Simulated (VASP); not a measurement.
Crystal: CsPbBr3.

```xyz
5
Lattice="5.8700 0.0000 0.0000 0.0000 5.8700 0.0000 0.0000 0.0000 5.8700" Properties=species:S:1:pos:R:3 pbc="T T T"
Pb    2.9350    2.9350    2.9350
Cs    0.0000    0.0000    0.0000
Br    2.9350    2.9350    0.0000
Br    2.9350    0.0000    2.9350
Br    0.0000    2.9350    2.9350
```

```yaml
Program: VASP 6.6.1
Task: relaxation of cell and atoms
Functional: LDA
Potentials_or_basis: VASP PAW LDA potentials, release 64 (Pb_d, Cs_sv, Br)
Cutoff: 600 eV
k_mesh: 5 × 5 × 5
Occupations: fermi-dirac, width 0.05 eV
Spin: no spin polarisation
```

At the start: pressure -1.2 GPa; volume 40.45 Å³/atom.

Q: Where does the relaxation end?

A: Over 3 steps the energy falls by 7.9 meV/atom and the volume is 38.41 Å³/atom (-5.0 %); space group Pm-3m (No. 221, to 0.1 Å) before and after.

The path:
| step | energy change (eV) | largest force (eV/Å) | pressure (GPa) | volume (Å³) |
| --- | --- | --- | --- | --- |
| 1 | 0.0000 | 0.0000 | -1.17 | 202.26 |
| 2 | -0.0382 | 0.0000 | -0.22 | 193.74 |
| 3 | -0.0395 | 0.0000 | -0.02 | 192.07 |

Final structure:
```
Pb Cs Br
1.0
     5.76967    0.00000    0.00000
     0.00000    5.76967    0.00000
     0.00000    0.00000    5.76967
Pb Cs Br
1 1 3
Direct
  0.50000 0.50000 0.50000
  0.00000 0.00000 0.00000
  0.50000 0.50000 0.00000
  0.50000 0.00000 0.50000
  0.00000 0.50000 0.50000
```
